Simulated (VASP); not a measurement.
# Hf2S (P6_3/mmc) in VASP: further runs

Runs on Hf2S. Level: PBEsol. Tasks: single point.

Program: VASP 6.6.1. These are calculated values, not measurements. Logs are shortened: lines on timing, memory, paths and dates and some standing lists are left out, and cuts for length are marked.

## 1. The cell of the first run

The structure is hexagonal, space group P6_3/mmc (No. 194). The conventional cell has a = 3.196 Å, b = 3.196 Å, c = 12.055 Å, α = 90.00°, β = 90.00°, γ = 120.00°. Within 3.4 Å of Hf (site symmetry 3m) lie 3 S at 2.58 Å and 9 Hf at 3.03 to 3.20 Å. Within 3.4 Å of S (site symmetry -6m2) lie 6 Hf at 2.58 Å and 6 S at 3.20 Å.

## 2. Single point, PBEsol (biaxial strain in the a-b plane: -4.5 %, then relaxed in part)

INCAR reads:

```
ALGO = Normal
EDIFF = 1E-7
ENCUT = 520
GGA = PS
ISIF = 2
ISMEAR = 0
LASPH = T
LCHARG = F
LREAL = F
LWAVE = F
NBANDS = 35
NELM = 80
PREC = Accurate
SIGMA = 0.1
```

KPOINTS reads:

```
k-points
0
Gamma
  12 12 4
```

POSCAR reads:

```
Hf2S
1.0
    3.1959371264      0.0000000000      0.0000000000
   -1.5979685632      2.7677627403      0.0000000000
    0.0000000000      0.0000000000     12.0548653482
Hf S
4 2
Direct
    0.6666666667      0.3333333333      0.9001455373
    0.3333333333      0.6666666667      0.4001455373
    0.6666666667      0.3333333333      0.5998544627
    0.3333333333      0.6666666667      0.0998544627
    0.0000000000      0.0000000000      0.7500000000
    0.0000000000      0.0000000000      0.2500000000
```

Potentials or basis: VASP PAW PBE potentials, release 64 (Hf_pv, S).

Command:

```
cat potpaw_PBE.64/Hf_pv/POTCAR potpaw_PBE.64/S/POTCAR > POTCAR
mpirun -np 1 vasp_std > vasp.out
```

OUTCAR:

```text
EDIFF = 1E-7
   ENCUT = 520
   GGA = PS
   ISIF = 2
   ISMEAR = 0
   LASPH = T
   LREAL = F
   NELM = 80
   PREC = Accurate

 ion  position               nearest neighbor table
   1  0.667  0.333  0.900-   5 2.58   5 2.58   5 2.58   4 3.03   4 3.03   4 3.03   3 3.62
   2  0.333  0.667  0.400-   6 2.58   6 2.58   6 2.58   3 3.03   3 3.03   3 3.03   4 3.62
   3  0.667  0.333  0.600-   5 2.58   5 2.58   5 2.58   2 3.03   2 3.03   2 3.03   1 3.62
   4  0.333  0.667  0.100-   6 2.58   6 2.58   6 2.58   1 3.03   1 3.03   1 3.03   2 3.62
   5  0.000  0.000  0.750-   1 2.58   3 2.58   1 2.58   3 2.58   1 2.58   3 2.58
   6  0.000  0.000  0.250-   2 2.58   4 2.58   2 2.58   4 2.58   2 2.58   4 2.58

  LATTYP: Found a hexagonal cell.
 ALAT       =     3.1959371264
 C/A-ratio  =     3.7719344503

  Lattice vectors:

 A1 = (   3.1959371264,   0.0000000000,   0.0000000000)
 A2 = (  -1.5979685632,   2.7677627403,   0.0000000000)
 A3 = (   0.0000000000,   0.0000000000,  12.0548653482)

Analysis of symmetry for initial positions (statically):
=====================================================================
 Subroutine PRICEL returns:
 Original cell was already a primitive cell.

 Routine SETGRP: Setting up the symmetry group for a
 hexagonal supercell.

 Subroutine GETGRP returns: Found 24 space group operations
 (whereof 12 operations were pure point group operations)
 out of a pool of 24 trial point group operations.

The static configuration has the point symmetry D_3d.
 The point group associated with its full space group is D_6h.

Analysis of symmetry for dynamics (positions and initial velocities):
=====================================================================
 Subroutine PRICEL returns:
 Original cell was already a primitive cell.

 Routine SETGRP: Setting up the symmetry group for a
 hexagonal supercell.

 Subroutine GETGRP returns: Found 24 space group operations
 (whereof 12 operations were pure point group operations)
 out of a pool of 24 trial point group operations.

The dynamic configuration has the point symmetry D_3d.
 The point group associated with its full space group is D_6h.

 Subroutine INISYM returns: Found 24 space group operations
 (whereof 12 operations are pure point group operations),
 and found     1 'primitive' translations

----------------------------------------------------------------------------------------

                                     Primitive cell

  volume of cell :     106.6325

  direct lattice vectors                    reciprocal lattice vectors
     3.195937126  0.000000000  0.000000000     0.312897269  0.180651323  0.000000000
    -1.597968563  2.767762740  0.000000000     0.000000000  0.361302645  0.000000000
     0.000000000  0.000000000 12.054865348     0.000000000  0.000000000  0.082954058

  length of vectors
     3.195937126  3.195937126 12.054865348     0.361302645  0.361302645  0.082954058

  position of ions in fractional coordinates (direct lattice)
     0.666666667  0.333333333  0.900145537
     0.333333333  0.666666667  0.400145537
     0.666666667  0.333333333  0.599854463
     0.333333333  0.666666667  0.099854463
     0.000000000  0.000000000  0.750000000
     0.000000000  0.000000000  0.250000000

  ion indices of the primitive-cell ions
   primitive index   ion index
                 1           1
                 2           2
                 3           3
                 4           4
                 5           5
                 6           6

----------------------------------------------------------------------------------------

 KPOINTS: k-points

Automatic generation of k-mesh.
 Grid dimensions read from file:
 generate k-points for:   12   12    4

 Generating k-lattice:

  Cartesian coordinates                     Fractional coordinates (reciprocal lattice)
     0.026074772  0.015054277  0.000000000     0.083333333  0.000000000  0.000000000
     0.000000000  0.030108554  0.000000000     0.000000000  0.083333333  0.000000000
     0.000000000  0.000000000  0.020738515     0.000000000  0.000000000  0.250000000

  Length of vectors
     0.030108554  0.030108554  0.020738515

  Shift w.r.t. Gamma in fractional coordinates (k-lattice)
     0.000000000  0.000000000  0.000000000

 Subroutine IBZKPT returns following result:
 ===========================================

 Found     57 irreducible k-points:

 Following reciprocal coordinates:
            Coordinates               Weight
  0.000000  0.000000  0.000000      1.000000
  0.083333  0.000000  0.000000      6.000000
  0.166667  0.000000  0.000000      6.000000
  0.250000  0.000000  0.000000      6.000000
  0.333333  0.000000  0.000000      6.000000
  0.416667  0.000000  0.000000      6.000000
[... 16 lines left out ...]
  0.250000  0.000000  0.250000     12.000000
  0.333333  0.000000  0.250000     12.000000
 [... further k-points ...]
   k-points           NKPTS =     57   k-points in BZ     NKDIM =     57   number of bands    NBANDS=     35
   number of dos      NEDOS =    301   number of ions     NIONS =      6
   total plane-waves  NPLWV =  51840
   dimension x,y,z NGX =    24 NGY =   24 NGZ =   90
   dimension x,y,z NGXF=    48 NGYF=   48 NGZF=  180
   ions per type =               4   2
   NGX,Y,Z   is equivalent  to a cutoff of  12.48, 12.48, 12.41 a.u.
   NGXF,Y,Z  is equivalent  to a cutoff of  24.97, 24.97, 24.82 a.u.
 SYSTEM =  unknown system
   PREC   = accura    normal or accurate (medium, high low for compatibility)
   ISTART =      0    job   : 0-new  1-cont  2-samecut
   ICHARG =      2    charge: 1-file 2-atom 10-const
   ISPIN  =      1    spin polarized calculation?
   LNONCOLLINEAR =      F non collinear calculations
   LSORBIT =      F    spin-orbit coupling
   LASPH  =      T    aspherical Exc in radial PAW
   ENCUT  =  520.0 eV  38.22 Ry    6.18 a.u.   5.94  5.94 22.41*2*pi/ulx,y,z
   NELM   =     80;   NELMIN=  2; NELMDL= -5     # of ELM steps
   EDIFF  = 0.1E-06   stopping-criterion for ELM
   LREAL  =      F    real-space projection
   EDIFFG = 0.1E-05   stopping-criterion for IOM
   NSW    =      0    number of steps for IOM
   IBRION =     -1    ionic relax: 0-MD 1-quasi-New 2-CG
   NFREE  =      0    steps in history (QN), initial steepest desc. (CG)
   ISIF   =      2    stress and relaxation
   ISYM   =      2    0-nonsym 1-usesym 2-fastsym
   POTIM  = 0.5000    time-step for ionic-motion
   TEBEG  =    0.0;   TEEND  =   0.0 temperature during run
   PSTRESS=    0.0 pullay stress
   NELECT =      52.0000    total number of electrons
   NUPDOWN=      -1.0000    fix difference up-down
   EMIN   =  10.00;   EMAX   =-10.00  energy-range for DOS
   EFERMI =   0.00;   METHOD = LEGACY
   ISMEAR =     0;   SIGMA  =   0.10  broadening in eV -4-tet -1-fermi 0-gaus
   EFERMI_NEDOS =   21; number of points for ismear=-14 and -15
   IALGO  =     38    algorithm
   IMIX   =      4    mixing-type and parameters
     AMIX     =   0.40;   BMIX     =  1.00
     AMIX_MAG =   1.60;   BMIX_MAG =  1.00
  volume/ion in A,a.u.               =      17.77       119.93
  Fermi-wavevector in a.u.,A,eV,Ry     =   1.288584  2.435071 22.591783  1.660449
  Thomas-Fermi vector in A             =   2.420529
   LORBIT       =      0    0 simple, 1 ext, 2 COOP (PROOUT), +10 PAW based schemes
   GGA     = PS    functional components
   LHFCALC =     F    Hartree Fock is set to
   AEXX    =    0.0000 exact exchange contribution
   IVDW    =     0    specifies the selected vdW correction
   LEPSILON=     F    determine dielectric tensor
   LRPA    =     F    only Hartree local field effects (RPA)
 non-spin polarized calculation
 Gauss-broadening in eV      SIGMA  =   0.10
  energy-cutoff  :      520.00
  volume of cell :      106.63
 maximum number of plane-waves:      2901
 NGX is ok and might be reduce to    24
   NGX = 11   NGY = 11   NGZ = 45

 number of electron      52.0000007 magnetization

 Free energy of the ion-electron system (eV)
  ---------------------------------------------------
  ext. energy  EPLUGINS =         0.00000000
  ---------------------------------------------------
  free energy    TOTEN  =       -57.12450025 eV

  energy without entropy =      -57.10988588  energy(sigma->0) =      -57.11719307

 E-fermi :   6.8891     XC(G=0): -11.9049

 val. band max:        6.8837065283   @ k =   0.1667   0.0000   0.0000
 cond. band min:       6.9006940288   @ k =   0.1667   0.0000   0.5000
 fundamental gap:      0.0169875005
 Fermi energy:         6.8891145559

 k-point     1 :       0.0000    0.0000    0.0000
  band No.  band energies     occupation
      1     -24.1597      2.00000
      2     -24.0528      2.00000
      3     -23.6294      2.00000
      4     -23.5093      2.00000
      5     -23.3920      2.00000
      6     -23.3920      2.00000
[... 27 lines left out ...]
     34       9.2828      0.00000
     35      10.0640      0.00000

 k-point     2 :       0.0833    0.0000    0.0000
  band No.  band energies     occupation
      1     -24.1449      2.00000
      2     -24.0407      2.00000
      3     -23.6443      2.00000
      4     -23.5350      2.00000
      5     -23.4185      2.00000
      6     -23.4042      2.00000
[... 27 lines left out ...]
     34       9.4606      0.00000
     35       9.8887      0.00000

 k-point     3 :       0.1667    0.0000    0.0000
  band No.  band energies     occupation
      1     -24.1044      2.00000
      2     -24.0081      2.00000
      3     -23.7009      2.00000
      4     -23.6227      2.00000
      5     -23.4843      2.00000
      6     -23.4508      2.00000
[... 27 lines left out ...]
     34       9.8591      0.00000
     35       9.8916      0.00000

 k-point     4 :       0.2500    0.0000    0.0000
  band No.  band energies     occupation
      1     -24.0522      2.00000
      2     -23.9698      2.00000
      3     -23.8088      2.00000
      4     -23.7575      2.00000
      5     -23.6078      2.00000
      6     -23.5743      2.00000
[... 27 lines left out ...]
     34       9.8719      0.00000
     35      10.0445      0.00000

 k-point     5 :       0.3333    0.0000    0.0000
  band No.  band energies     occupation
      1     -24.0196      2.00000
      2     -23.9595      2.00000
      3     -23.9340      2.00000
      4     -23.8947      2.00000
      5     -23.7106      2.00000
      6     -23.6611      2.00000
[... 638 lines left out ...]
 k-point    22 :       0.1667    0.0000    0.2500
  band No.  band energies     occupation
      1     -24.0928      2.00000
      2     -24.0256      2.00000
      3     -23.6857      2.00000
      4     -23.6315      2.00000
      5     -23.4792      2.00000
      6     -23.4555      2.00000
[... 27 lines left out ...]
     34       9.3535      0.00000
     35       9.8618      0.00000

 k-point    23 :       0.2500    0.0000    0.2500
  band No.  band energies     occupation
      1     -24.0424      2.00000
      2     -23.9851      2.00000
      3     -23.7991      2.00000
      4     -23.7639      2.00000
      5     -23.6022      2.00000
      6     -23.5790      2.00000
[... 27 lines left out ...]
     34       9.6459      0.00000
     35       9.7956      0.00000

 k-point    24 :       0.3333    0.0000    0.2500
  band No.  band energies     occupation
      1     -24.0122      2.00000
      2     -23.9711      2.00000
      3     -23.9269      2.00000
      4     -23.9007      2.00000
      5     -23.7032      2.00000
      6     -23.6690      2.00000
[... 27 lines left out ...]
     34      10.2045      0.00000
     35      10.6391      0.00000

 [... further k-points ...]

------------------------ aborting loop because EDIFF is reached ----------------------------------------

  FORCE on cell =-STRESS in cart. coord.  units (eV):
  Direction    XX          YY          ZZ          XY          YZ          ZX
  --------------------------------------------------------------------------------------
  -------------------------------------------------------------------------------------
  Total        7.6081854      7.6081854     -0.2561432      0.0000000     -0.0000000     -0.0000000
  in kB      114.3147366    114.3147366     -3.8486108      0.0000000     -0.0000000     -0.0000000
  external PRESSURE =      74.9269541 kB  Pullay stress =       0.0000000 kB

 VOLUME and BASIS-vectors are now :
 -----------------------------------------------------------------------------
  energy-cutoff  :      520.00
  volume of cell :      106.63
      direct lattice vectors                 reciprocal lattice vectors
     3.195937126  0.000000000  0.000000000     0.312897269  0.180651323  0.000000000
    -1.597968563  2.767762740  0.000000000     0.000000000  0.361302645  0.000000000
     0.000000000  0.000000000 12.054865348     0.000000000  0.000000000  0.082954058

 POSITION                                       TOTAL-FORCE (eV/Angst)
 -----------------------------------------------------------------------------------
      1.59797      0.92259     10.85113        -0.000000      0.000000     -0.009360
     -0.00000      1.84518      4.82370        -0.000000     -0.000000     -0.009360
      1.59797      0.92259      7.23116         0.000000      0.000000      0.009360
     -0.00000      1.84518      1.20373        -0.000000     -0.000000      0.009360
      0.00000      0.00000      9.04115         0.000000      0.000000     -0.000000
      0.00000      0.00000      3.01372         0.000000     -0.000000     -0.000000
 -----------------------------------------------------------------------------------
    total drift:                                0.000000     -0.000000      0.000000

  FREE ENERGIE OF THE ION-ELECTRON SYSTEM (eV)
  ---------------------------------------------------
  free  energy   TOTEN  =       -57.1245002501 eV

  energy  without entropy=      -57.1098858831  energy(sigma->0) =      -57.11719307
```

Run time: 2 min. Hardware: 1 thread of AMD EPYC 9R45 (Zen 5), shared host; peak memory 0.29 GiB.

Results:

```
Free energy            : -57.1245 eV
Pressure               : 7.5 GPa
Largest force          : 0.009 eV/Å
Band gap on the k mesh : zero (band 26 reaches 7.69 eV, above the bottom of band 27 at 6.49 eV)
```

Forces on the atoms (eV/Å):
```
Hf   0.000  0.000 -0.009
Hf   0.000  0.000 -0.009
Hf   0.000  0.000  0.009
Hf   0.000  0.000  0.009
S    0.000  0.000  0.000
S    0.000  0.000  0.000
```

Caveat: the cell differs from its parent crystal (biaxial strain in the a-b plane: -4.5 %, then relaxed in part); the PAW data sets were made with another functional, which shifts forces and pressure a little; spin-orbit coupling is left out, which moves the levels of the heavy elements.

## 3. Single point, PBEsol (biaxial strain in the a-b plane: -3.0 %)

INCAR reads:

```
SYSTEM = Hf2S
ALGO     = Normal         ! electronic algorithm
EDIFF    = 1E-6           ! SCF threshold, eV
ENCUT    = 520            ! plane-wave cutoff, eV
GGA      = PS             ! functional
ISIF     = 2              ! what is computed and relaxed
ISMEAR   = 0              ! smearing method
LASPH    = .True.         ! aspherical terms in the spheres
LCHARG   = .False.        ! write CHGCAR
LREAL    = .False.        ! projectors in reciprocal space
LWAVE    = .False.        ! write WAVECAR
NBANDS   = 35             ! bands
NELM     = 100            ! most SCF steps
PREC     = Accurate       ! precision mode
SIGMA    = 0.1            ! smearing width, eV
```

KPOINTS reads:

```
k-points
0
Gamma
  12 12 4
  0 0 0
```

POSCAR reads:

```
Hf2S
1.0
    3.2461350917      0.0000000000      0.0000000000
   -1.6230675459      2.8112354535      0.0000000000
    0.0000000000      0.0000000000     11.8741921023
Hf S
4 2
Direct
    0.6666666667      0.3333333333      0.8992916947
    0.3333333333      0.6666666667      0.3992916947
    0.6666666667      0.3333333333      0.6007083053
    0.3333333333      0.6666666667      0.1007083053
    0.0000000000      0.0000000000      0.7500000000
    0.0000000000      0.0000000000      0.2500000000
```

Potentials or basis: VASP PAW PBE potentials, release 64 (Hf_pv, S).

Command:

```
cat potpaw_PBE.64/Hf_pv/POTCAR potpaw_PBE.64/S/POTCAR > POTCAR
mpirun -np 1 vasp_std > vasp.out
```

Wall time 1.8 min (1 thread of AMD EPYC 9R45 (Zen 5), shared host); peak memory 0.29 GiB.

Results (log left out):

- Free energy: -57.3178 eV
- Pressure: 5.4 GPa
- Largest force: 0.078 eV/Å
- Band gap on the k mesh: zero (band 26 reaches 7.45 eV, above the bottom of band 27 at 6.30 eV)

Forces on the atoms (eV/Å):
```
Hf   0.000  0.000  0.078
Hf   0.000  0.000  0.078
Hf   0.000  0.000 -0.078
Hf   0.000  0.000 -0.078
S    0.000  0.000  0.000
S    0.000  0.000  0.000
```

Stress tensor (GPa, compression positive):
```
7.58 0.00 0.00
0.00 7.58 0.00
0.00 0.00 0.97
```

Levels at points of the mesh, in eV from the Fermi level:
| k point | band 22 | band 23 | band 24 | band 25 | band 26 | band 27 | band 28 | band 29 | band 30 | band 31 |
| --- | --- | --- | --- | --- | --- | --- | --- | --- | --- | --- |
| (0.00, 0.00, 0.00) | -2.87 | -1.67 | -0.41 | -0.11 | 0.67 | 0.67 | 0.71 | 0.71 | 1.10 | 1.10 |
| (0.50, 0.00, 0.00) | -2.60 | -1.78 | -1.51 | -1.15 | -0.67 | -0.47 | 0.81 | 1.05 | 2.97 | 3.43 |
| (0.00, 0.00, 0.50) | -2.97 | -1.29 | -1.29 | 0.61 | 0.61 | 0.61 | 0.61 | 1.16 | 1.16 | 1.81 |
| (0.50, 0.00, 0.50) | -2.56 | -1.91 | -1.91 | -0.85 | -0.85 | 0.22 | 0.22 | 1.65 | 1.65 | 4.07 |

Caveat: the cell differs from its parent crystal (biaxial strain in the a-b plane: -3.0 %); the PAW data sets were made with another functional, which shifts forces and pressure a little; spin-orbit coupling is left out, which moves the levels of the heavy elements.

[end of part 1 of 2]
